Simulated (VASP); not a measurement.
# Pd (Fd-3m) in VASP: a series of runs

The runs below take Pd through single point, relaxation of cell and atoms, with PBE.

All numbers are computed with VASP 6.6.1; they aren't measurements. Logs are shortened: lines on timing, memory, paths and dates and some standing lists are left out, and cuts for length are marked.

### 1 The cell of the first run

Symmetry: Fd-3m, No. 227, cubic system. The conventional cell has a = 5.811 Å, b = 5.811 Å, c = 5.811 Å, α = 90.00°, β = 90.00°, γ = 90.00°. Within 3.3 Å of Pd (site symmetry -43m) lie 4 Pd at 2.52 Å.

### 2 Single point, PBE

INCAR reads:

```
SYSTEM = Pd
ALGO = Normal ; EDIFF = 1E-6
ENCUT = 520 ; GGA = PE
ISIF = 2 ; ISMEAR = -1
LASPH = .TRUE. ; LCHARG = .FALSE.
LREAL = .FALSE. ; LWAVE = .FALSE.
NBANDS = 17 ; NELM = 80
PREC = Accurate ; SIGMA = 0.08
```

KPOINTS reads:

```
k-points
0
G
  12 12 12
  0 0 0
```

POSCAR reads:

```
Pd
1.0
    0.0000000000      2.9056008059      2.9056008059
    2.9056008059      0.0000000000      2.9056008059
    2.9056008059      2.9056008059      0.0000000000
Pd
2
Direct
   -0.1250000000     -0.1250000000     -0.1250000000
    0.1250000000      0.1250000000      0.1250000000
```

Potentials or basis: VASP PAW PBE potentials, release 64 (Pd).

Command:

```
> cat potpaw_PBE.64/Pd/POTCAR > POTCAR
> mpirun -np 1 vasp_std > vasp.out
```

OUTCAR:

```text
SYSTEM = Pd
   EDIFF = 1E-6
   ENCUT = 520
   GGA = PE
   ISIF = 2
   ISMEAR = -1
   LASPH = .TRUE.
   LREAL = .FALSE.
   NELM = 80
   PREC = Accurate

 ion  position               nearest neighbor table
   1  0.875  0.875  0.875-   2 2.52   2 2.52   2 2.52   2 2.52
   2  0.125  0.125  0.125-   1 2.52   1 2.52   1 2.52   1 2.52

  LATTYP: Found a face centered cubic cell.
 ALAT       =     5.8112016118

  Lattice vectors:

 A1 = (   0.0000000000,   2.9056008059,   2.9056008059)
 A2 = (   2.9056008059,   0.0000000000,   2.9056008059)
 A3 = (   2.9056008059,   2.9056008059,   0.0000000000)

Analysis of symmetry for initial positions (statically):
=====================================================================
 Subroutine PRICEL returns:
 Original cell was already a primitive cell.

 Routine SETGRP: Setting up the symmetry group for a
 face centered cubic supercell.

 Subroutine GETGRP returns: Found 48 space group operations
 (whereof 12 operations were pure point group operations)
 out of a pool of 48 trial point group operations.

The static configuration has the point symmetry D_3d.
 The point group associated with its full space group is O_h .

Analysis of symmetry for dynamics (positions and initial velocities):
=====================================================================
 Subroutine PRICEL returns:
 Original cell was already a primitive cell.

 Routine SETGRP: Setting up the symmetry group for a
 face centered cubic supercell.

 Subroutine GETGRP returns: Found 48 space group operations
 (whereof 12 operations were pure point group operations)
 out of a pool of 48 trial point group operations.

The dynamic configuration has the point symmetry D_3d.
 The point group associated with its full space group is O_h .

 Subroutine INISYM returns: Found 48 space group operations
 (whereof 12 operations are pure point group operations),
 and found     1 'primitive' translations

----------------------------------------------------------------------------------------

                                     Primitive cell

  volume of cell :      49.0612

  direct lattice vectors                    reciprocal lattice vectors
     0.000000000  2.905600806  2.905600806    -0.172081450  0.172081450  0.172081450
     2.905600806  0.000000000  2.905600806     0.172081450 -0.172081450  0.172081450
     2.905600806  2.905600806  0.000000000     0.172081450  0.172081450 -0.172081450

  length of vectors
     4.109140067  4.109140067  4.109140067     0.298053815  0.298053815  0.298053815

  position of ions in fractional coordinates (direct lattice)
     0.875000000  0.875000000  0.875000000
     0.125000000  0.125000000  0.125000000

  ion indices of the primitive-cell ions
   primitive index   ion index
                 1           1
                 2           2

----------------------------------------------------------------------------------------

 KPOINTS: k-points

Automatic generation of k-mesh.
 Grid dimensions read from file:
 generate k-points for:   12   12   12

 Generating k-lattice:

  Cartesian coordinates                     Fractional coordinates (reciprocal lattice)
    -0.014340121  0.014340121  0.014340121     0.083333333  0.000000000  0.000000000
     0.014340121 -0.014340121  0.014340121     0.000000000  0.083333333  0.000000000
     0.014340121  0.014340121 -0.014340121     0.000000000  0.000000000  0.083333333

  Length of vectors
     0.024837818  0.024837818  0.024837818

  Shift w.r.t. Gamma in fractional coordinates (k-lattice)
     0.000000000  0.000000000  0.000000000

 Subroutine IBZKPT returns following result:
 ===========================================

 Found     72 irreducible k-points:

 Following reciprocal coordinates:
            Coordinates               Weight
  0.000000  0.000000  0.000000      1.000000
  0.083333  0.000000  0.000000      8.000000
  0.166667  0.000000  0.000000      8.000000
  0.250000  0.000000  0.000000      8.000000
  0.333333  0.000000  0.000000      8.000000
  0.416667  0.000000  0.000000      8.000000
[... 16 lines left out ...]
  0.500000  0.166667  0.000000     24.000000
 -0.416667  0.166667  0.000000     24.000000
 [... further k-points ...]
   k-points           NKPTS =     72   k-points in BZ     NKDIM =     72   number of bands    NBANDS=     17
   number of dos      NEDOS =    301   number of ions     NIONS =      2
   total plane-waves  NPLWV =  32768
   dimension x,y,z NGX =    32 NGY =   32 NGZ =   32
   dimension x,y,z NGXF=    64 NGYF=   64 NGZF=   64
   ions per type =               2
   NGX,Y,Z   is equivalent  to a cutoff of  12.95, 12.95, 12.95 a.u.
   NGXF,Y,Z  is equivalent  to a cutoff of  25.89, 25.89, 25.89 a.u.
 SYSTEM =  Pd
   PREC   = accura    normal or accurate (medium, high low for compatibility)
   ISTART =      0    job   : 0-new  1-cont  2-samecut
   ICHARG =      2    charge: 1-file 2-atom 10-const
   ISPIN  =      1    spin polarized calculation?
[... 22 lines left out ...]
   IALGO  =     38    algorithm
   IMIX   =      4    mixing-type and parameters
     AMIX     =   0.40;   BMIX     =  1.00
     AMIX_MAG =   1.60;   BMIX_MAG =  1.00
  volume/ion in A,a.u.               =      24.53       165.54
  Fermi-wavevector in a.u.,A,eV,Ry     =   1.213870  2.293882 20.047921  1.473481
  Thomas-Fermi vector in A             =   2.349308
   LORBIT       =      0    0 simple, 1 ext, 2 COOP (PROOUT), +10 PAW based schemes
   GGA     = PE    functional components
   LHFCALC =     F    Hartree Fock is set to
   AEXX    =    0.0000 exact exchange contribution
   IVDW    =     0    specifies the selected vdW correction
   LEPSILON=     F    determine dielectric tensor
   LRPA    =     F    only Hartree local field effects (RPA)
 non-spin polarized calculation
  energy-cutoff  :      520.00
  volume of cell :       49.06
 maximum number of plane-waves:      1363
   NGX = 15   NGY = 15   NGZ = 15

 number of electron      20.0000002 magnetization

 Free energy of the ion-electron system (eV)
  ---------------------------------------------------
  ext. energy  EPLUGINS =         0.00000000
  ---------------------------------------------------
  free energy    TOTEN  =        -8.22862125 eV

  energy without entropy =       -8.10249251  energy(sigma->0) =       -8.16555688

 E-fermi :   3.8988     XC(G=0):  -9.9046

 val. band max:        3.8975544685   @ k =  -0.3333   0.4167   0.1667
 cond. band min:       3.9014234319   @ k =  -0.2500   0.2500   0.0000
 fundamental gap:      0.0038689634
 Fermi energy:         3.8988175202

 k-point     1 :       0.0000    0.0000    0.0000
  band No.  band energies     occupation
      1      -0.5568      2.00000
      2       0.6268      2.00000
      3       0.6268      2.00000
      4       0.7474      2.00000
      5       0.7474      2.00000
      6       0.7474      2.00000
[... 9 lines left out ...]
     16      15.8858      0.00000
     17      15.8859      0.00000

 k-point     2 :       0.0833    0.0000    0.0000
  band No.  band energies     occupation
      1      -0.4581      2.00000
      2       0.5487      2.00000
      3       0.5487      2.00000
      4       0.7493      2.00000
      5       0.8518      2.00000
      6       0.8518      2.00000
[... 9 lines left out ...]
     16      16.4679      0.00000
     17      16.5971      0.00000

 k-point     3 :       0.1667    0.0000    0.0000
  band No.  band energies     occupation
      1      -0.1805      2.00000
      2       0.4769      2.00000
      3       0.4769      2.00000
      4       0.7628      2.00000
      5       0.9847      2.00000
      6       0.9847      2.00000
[... 9 lines left out ...]
     16      16.8199      0.00000
     17      17.1995      0.00000

 k-point     4 :       0.2500    0.0000    0.0000
  band No.  band energies     occupation
      1       0.1978      2.00000
      2       0.4600      2.00000
      3       0.4600      2.00000
      4       0.8120      2.00000
      5       1.0554      2.00000
      6       1.0554      2.00000
[... 9 lines left out ...]
     16      16.8649      0.00000
     17      16.9071      0.00000
[... 343 lines left out ...]
      1       0.2462      2.00000
      2       0.5939      2.00000
      3       0.6645      2.00000
      4       1.0609      2.00000
      5       1.0653      2.00000
      6       1.3731      2.00000
[... 9 lines left out ...]
     16      17.0545      0.00000
     17      18.2814      0.00000

 k-point    23 :       0.5000    0.1667    0.0000
  band No.  band energies     occupation
      1       0.2792      2.00000
      2       0.5945      2.00000
      3       0.6551      2.00000
      4       1.1192      2.00000
      5       1.1433      2.00000
      6       1.2656      2.00000
[... 9 lines left out ...]
     16      17.6476      0.00000
     17      17.9081      0.00000

 k-point    24 :      -0.4167    0.1667    0.0000
  band No.  band energies     occupation
      1       0.3137      2.00000
      2       0.4892      2.00000
      3       0.7534      2.00000
      4       1.0672      2.00000
      5       1.1674      2.00000
      6       1.2590      2.00000
[... 9 lines left out ...]
     16      17.4529      0.00000
     17      17.5590      0.00000

 [... further k-points ...]
[... 5 lines left out ...]
  --------------------------------------------------------------------------------------
  -------------------------------------------------------------------------------------
  Total       -0.0896787     -0.0896787     -0.0896787      0.0000000      0.0000000      0.0000000
  in kB       -2.9286133     -2.9286133     -2.9286133      0.0000000      0.0000000      0.0000000
  external PRESSURE =      -2.9286133 kB  Pullay stress =       0.0000000 kB

 VOLUME and BASIS-vectors are now :
 -----------------------------------------------------------------------------
  energy-cutoff  :      520.00
  volume of cell :       49.06
      direct lattice vectors                 reciprocal lattice vectors
     0.000000000  2.905600806  2.905600806    -0.172081450  0.172081450  0.172081450
     2.905600806  0.000000000  2.905600806     0.172081450 -0.172081450  0.172081450
     2.905600806  2.905600806  0.000000000     0.172081450  0.172081450 -0.172081450

 POSITION                                       TOTAL-FORCE (eV/Angst)
 -----------------------------------------------------------------------------------
      5.08480      5.08480      5.08480        -0.000000      0.000000      0.000000
      0.72640      0.72640      0.72640         0.000000     -0.000000     -0.000000
 -----------------------------------------------------------------------------------
    total drift:                                0.000000      0.000000     -0.000000

  FREE ENERGIE OF THE ION-ELECTRON SYSTEM (eV)
  ---------------------------------------------------
  free  energy   TOTEN  =        -8.2286212468 eV

  energy  without entropy=       -8.1024925063  energy(sigma->0) =       -8.16555688
```

It took 30 s on 1 thread of Intel Xeon Platinum 8488C (Sapphire Rapids), shared host; peak memory 0.19 GiB.

What came out:

| Quantity | Value |
| --- | --- |
| Free energy | -8.2286 eV |
| Pressure | -0.3 GPa |
| Band gap on the k mesh | zero (band 10 reaches 3.97 eV, above the bottom of band 11 at 3.60 eV) |

Levels at points of the mesh, in eV from the Fermi level:
| k point | band 6 | band 7 | band 8 | band 9 | band 10 | band 11 | band 12 | band 13 | band 14 | band 15 |
| --- | --- | --- | --- | --- | --- | --- | --- | --- | --- | --- |
| (0.00, 0.00, 0.00) | -3.15 | -1.30 | -1.30 | -1.30 | -0.18 | -0.18 | 11.53 | 11.53 | 11.53 | 11.99 |
| (0.50, 0.00, 0.00) | -2.95 | -1.00 | -1.00 | -0.33 | -0.33 | 0.03 | 1.27 | 8.43 | 8.43 | 10.54 |
| (0.50, 0.50, 0.00) | -1.86 | -1.78 | -1.78 | -0.16 | -0.16 | 1.92 | 1.92 | 4.81 | 4.81 | 9.39 |

### 3 Relaxation of cell and atoms, PBE

This run uses another cell than the first one, of 19.21 Å³/atom, 0.783 times its volume.

INCAR reads:

```
PREC     = Accurate       # precision mode
ENCUT    = 600            # plane-wave cutoff, eV
EDIFF    = 1E-7           # SCF threshold, eV
ISMEAR   = -1             # smearing method
SIGMA    = 0.08           # smearing width, eV
LREAL    = False          # projectors in reciprocal space
LASPH    = True           # aspherical terms in the spheres
NELM     = 60             # most SCF steps
ALGO     = Normal         # electronic algorithm
ISIF     = 3              # what is computed and relaxed
LWAVE    = False          # write WAVECAR
LCHARG   = False          # write CHGCAR
GGA      = PE             # functional
IBRION   = 2              # ionic algorithm
NSW      = 60             # ionic steps
EDIFFG   = -0.005         # ionic threshold
```

KPOINTS reads:

```
Automatic mesh
0
Gamma
  12 12 12
```

POSCAR reads:

```
Pd
1.0
    0.0000000000      2.6784289448      2.6784289448
    2.6784289448      0.0000000000      2.6784289448
    2.6784289448      2.6784289448      0.0000000000
Pd
2
Direct
   -0.1250000000     -0.1250000000     -0.1250000000
    0.1250000000      0.1250000000      0.1250000000
```

Potentials or basis: VASP PAW PBE potentials, release 64 (Pd).

Command:

```
> cat potpaw_PBE.64/Pd/POTCAR > POTCAR
> mpirun -np 1 vasp_std > vasp.out
```

Wall time 3.8 min (1 thread of Intel Xeon Platinum 8488C (Sapphire Rapids), shared host); peak memory 0.2 GiB.

It converged, with:

- Free energy: -8.2232 eV
- Relaxed volume: 24.42 Å³/atom
- Relaxed cell: a = 4.103 Å, b = 4.103 Å, c = 4.103 Å, α = 60.00°, β = 60.00°, γ = 60.00°
- Space group after relaxing (to 0.05 Å): Fd-3m (No. 227)
- Energy gained by relaxing: 375.8 meV/atom
- Ionic steps: 19
- Pressure after relaxing: 0.0 GPa
- Band gap on the k mesh: zero (band 10 reaches 4.02 eV, above the bottom of band 11 at 3.64 eV)

The path:
```tsv
step	energy change (eV)	largest force (eV/Å)	pressure (GPa)	volume (Å³)
1	0.0000	0.0000	29.64	38.43
2	-0.3270	0.0000	-8.21	61.78
3	-0.7512	0.0000	-0.35	49.11
4	-0.7515	0.0000	-0.05	48.88
5	-0.7514	0.0000	0.25	48.66
6	-0.7514	0.0000	0.25	48.66
7	-0.7514	0.0000	0.24	48.67
8	-0.7514	0.0000	0.24	48.67
9	-0.7514	0.0000	0.24	48.67
10	-0.7514	0.0000	0.24	48.67
11	-0.7514	0.0000	0.23	48.67
12	-0.7514	0.0000	0.23	48.67
13	-0.7514	0.0000	0.23	48.67
14	-0.7514	0.0000	0.23	48.68
15	-0.7514	0.0000	0.21	48.69
16	-0.7515	0.0000	0.19	48.70
17	-0.7515	0.0000	0.13	48.74
18	-0.7515	0.0000	0.04	48.82
19	-0.7515	0.0000	-0.01	48.85
```

Final structure:
```
Pd
1.0
     0.00000    2.90135    2.90135
     2.90135    0.00000    2.90135
     2.90135    2.90135    0.00000
Pd
2
Cartesian
  5.0774 5.0774 5.0774
  0.7253 0.7253 0.7253
```

Levels at points of the mesh, in eV from the Fermi level:
| k point | band 6 | band 7 | band 8 | band 9 | band 10 | band 11 | band 12 | band 13 | band 14 |
| --- | --- | --- | --- | --- | --- | --- | --- | --- | --- |
| (0.00, 0.00, 0.00) | -3.17 | -1.31 | -1.31 | -1.31 | -0.17 | -0.17 | 11.56 | 11.56 | 11.56 |
| (0.50, 0.00, 0.00) | -2.97 | -1.01 | -1.01 | -0.34 | -0.34 | 0.02 | 1.28 | 8.45 | 8.45 |
| (0.50, 0.50, 0.00) | -1.87 | -1.79 | -1.79 | -0.16 | -0.16 | 1.93 | 1.93 | 4.82 | 4.82 |

Caveat: the volume moved by over 15 % at a fixed basis, so the end points are rough.

### 4 Single point, PBE (volume scaled by 0.4)

INCAR reads:

```
SYSTEM = Pd
PREC = Accurate ; ENCUT = 520
EDIFF = 1E-7 ; ISMEAR = -1
SIGMA = 0.08 ; LREAL = .FALSE.
LASPH = .TRUE. ; NELM = 100
ALGO = Normal ; ISIF = 2
LWAVE = .FALSE. ; LCHARG = .TRUE.
GGA = PE ; LELF = .TRUE.
LVHAR = .TRUE. ; NBANDS = 17
```

KPOINTS reads:

```
Automatic mesh
0
G
  12 12 12
  0 0 0
```

POSCAR reads:

```
Pd
1.0
    0.0000000000      2.1408649783      2.1408649783
    2.1408649783      0.0000000000      2.1408649783
    2.1408649783      2.1408649783      0.0000000000
Pd
2
Direct
   -0.1250000000     -0.1250000000     -0.1250000000
    0.1250000000      0.1250000000      0.1250000000
```

Command:

```
> cat potpaw_PBE.64/Pd/POTCAR > POTCAR
> mpirun -np 1 vasp_std > vasp.out
```

It took 34 s on 1 thread of Intel Xeon 8259CL, shared host; peak memory 0.15 GiB.

The run converged. Its results:

```
Free energy            : 12.8089 eV
Pressure               : 503.7 GPa
Band gap on the k mesh : zero (band 10 reaches 20.74 eV, above the bottom of band 11 at 19.30 eV)
```

Levels at points of the mesh, in eV from the Fermi level:
```csv
k point,band 8,band 9,band 10,band 11,band 12,band 13
"(0.00, 0.00, 0.00)",-4.70,-4.70,0.27,0.27,13.58,13.98
"(0.50, 0.00, 0.00)",-3.04,-2.87,-1.02,-1.02,2.94,11.17
"(0.50, 0.50, 0.00)",-4.22,-0.59,-0.59,2.94,2.94,6.26
```

Caveat: the cell differs from its parent crystal (volume scaled by 0.4).

### 5 Single point, PBE (volume scaled by 0.4)

INCAR reads:

```
PREC = Accurate ; ENCUT = 520
EDIFF = 1E-6 ; ISMEAR = -1
SIGMA = 0.08 ; LREAL = F
LASPH = T ; NELM = 60
ALGO = Normal ; ISIF = 2
LWAVE = F ; LCHARG = F
GGA = PE ; NBANDS = 17
```

KPOINTS reads:

```
regular mesh
0
Gamma
  12 12 12
```

POSCAR is that of step 4.

Command:

```
> cat potpaw_PBE.64/Pd/POTCAR > POTCAR
> mpirun -np 1 vasp_std > vasp.out
```

Run time: 32 s. Hardware: 1 thread of Intel Xeon 8259CL, shared host; peak memory 0.15 GiB.

It converged, with:

* Free energy: 12.8089 eV
* Pressure: 503.7 GPa
* Band gap on the k mesh: zero (band 10 reaches 20.74 eV, above the bottom of band 11 at 19.30 eV)

Levels at points of the mesh, in eV from the Fermi level:
```tsv
k point	band 7	band 8	band 9	band 10	band 11	band 12	band 13	band 14
(0.00, 0.00, 0.00)	-4.70	-4.70	-4.70	0.27	0.27	13.58	13.98	13.98
(0.50, 0.00, 0.00)	-3.04	-3.04	-2.87	-1.02	-1.02	2.94	11.17	16.61
(0.50, 0.50, 0.00)	-4.22	-4.22	-0.59	-0.59	2.94	2.94	6.26	6.26
```

Caveat: the cell differs from its parent crystal (volume scaled by 0.4).

### 6 Single point, PBE (volume scaled by 0.5)

INCAR reads:

```
ALGO = Normal
EDIFF = 1E-7
ENCUT = 520
GGA = PE
ISIF = 2
ISMEAR = -1
LASPH = True
LCHARG = True
LELF = True
LREAL = False
LVHAR = True
LWAVE = False
NBANDS = 17
NELM = 100
PREC = Accurate
SIGMA = 0.08
```

KPOINTS reads:

```
k-points
0
Gamma
  12 12 12
```

POSCAR reads:

```
Pd
1.0
    0.0000000000      2.3061768880      2.3061768880
    2.3061768880      0.0000000000      2.3061768880
    2.3061768880      2.3061768880      0.0000000000
Pd
2
Direct
   -0.1250000000     -0.1250000000     -0.1250000000
    0.1250000000      0.1250000000      0.1250000000
```

Potentials or basis: VASP PAW PBE potentials, release 64 (Pd).

Command:

```
> cat potpaw_PBE.64/Pd/POTCAR > POTCAR
> mpirun -np 1 vasp_std > vasp.out
```

Wall time 31 s (1 thread of Intel Xeon 8259CL, shared host); peak memory 0.15 GiB.

It converged, with:

```
Free energy            : 1.7160 eV
Pressure               : 249.2 GPa
Band gap on the k mesh : zero (band 10 reaches 15.12 eV, above the bottom of band 11 at 14.05 eV)
```

Levels at points of the mesh, in eV from the Fermi level:
```tsv
k point	band 6	band 7	band 8	band 9	band 10	band 11	band 12	band 13	band 14	band 15
(0.00, 0.00, 0.00)	-7.73	-3.54	-3.54	-3.54	-0.04	-0.04	13.90	14.29	14.29	14.29
(0.50, 0.00, 0.00)	-6.49	-2.50	-2.50	-2.34	-0.77	-0.77	2.36	11.10	13.64	13.64
(0.50, 0.50, 0.00)	-5.16	-3.86	-3.86	-0.37	-0.37	2.61	2.61	5.60	5.60	13.71
```

Caveat: the cell differs from its parent crystal (volume scaled by 0.5).

### 7 The runs side by side

```csv
task,cell,cutoff (eV),gap on the mesh (eV),pressure (GPa)
single point,"a = 4.109 Å, angles 60.0°, 2 atoms",520,none,-0.3
relaxation of cell and atoms,"relaxed from a = 3.788 Å, angles 60.0°, 2 atoms",600,none,0.0
single point,"a = 3.028 Å, angles 60.0°, 2 atoms",520,none,503.7
single point,"a = 3.261 Å, angles 60.0°, 2 atoms",520,none,249.2
```

Alike in all rows: level PBE; potentials or basis VASP PAW PBE potentials, release 64 (Pd); no spin polarisation; k mesh 12 × 12 × 12; smearing fermi-dirac 0.08 eV.

Caveats: the volume moved by over 15 % at a fixed basis, so the end points are rough (some runs).

Total energies depend on the potentials used, so only differences within one code and one set of settings carry meaning.
